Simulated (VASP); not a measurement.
A run of VASP 6.6.1 is set up as follows.

Contents of INCAR:

```
  PREC = Accurate
  ENCUT = 520
  EDIFF = 1E-7
  ISMEAR = 0
  SIGMA = 0.05
  LREAL = F
  LASPH = T
  NELM = 100
  ALGO = Normal
  ISIF = 2
  LWAVE = F
  LCHARG = F
  GGA = PE
  NBANDS = 31
  ISYM = 0
```

KPOINTS

```
Automatic mesh
0
Gamma
  6 6 8
```

File POSCAR:

```
HfO2
1.0
    0.0000000000     -2.5488057612     -2.5488057612
   -2.5488057612      0.0000000000     -2.5488057612
    2.5488057612      2.5488057612     -5.0976115224
Hf O
2 4
Direct
   -0.0004661181     -0.0004661181      0.0013983709
    0.5004661181      0.5004661181      0.4986016291
    0.1207530317      0.1207530317      0.6377416350
    0.6292469683      0.6292469683      0.1122583650
    0.3792469683      0.3792469683      0.8622583650
    0.8707530317      0.8707530317      0.3877416350
```

Potentials or basis: VASP PAW PBE potentials, release 64 (Hf_pv, O).

The run is started by

```console
$ cat potpaw_PBE.64/Hf_pv/POTCAR potpaw_PBE.64/O/POTCAR > POTCAR
$ mpirun -np 1 vasp_std > vasp.out
```

What does it give for the largest force?

1.328 eV/Å.

Estimate the band gap on the k mesh.

3.67 eV.

Predict the pressure.

-2.9 GPa.

Stress tensor (GPa, compression positive):
```
-2.88 -0.26  0.26
-0.26 -2.88  0.26
 0.26  0.26 -2.88
```

Caveat: the cell differs from its parent crystal (mode 12 (488.4 1/cm) frozen in, largest displacement +0.075 Å); spin-orbit coupling is left out, which moves the levels of the heavy elements; forces of over 1 eV/Å act on the atoms, so gaps and moduli don't describe the material at rest. A k mesh can miss the band edges.
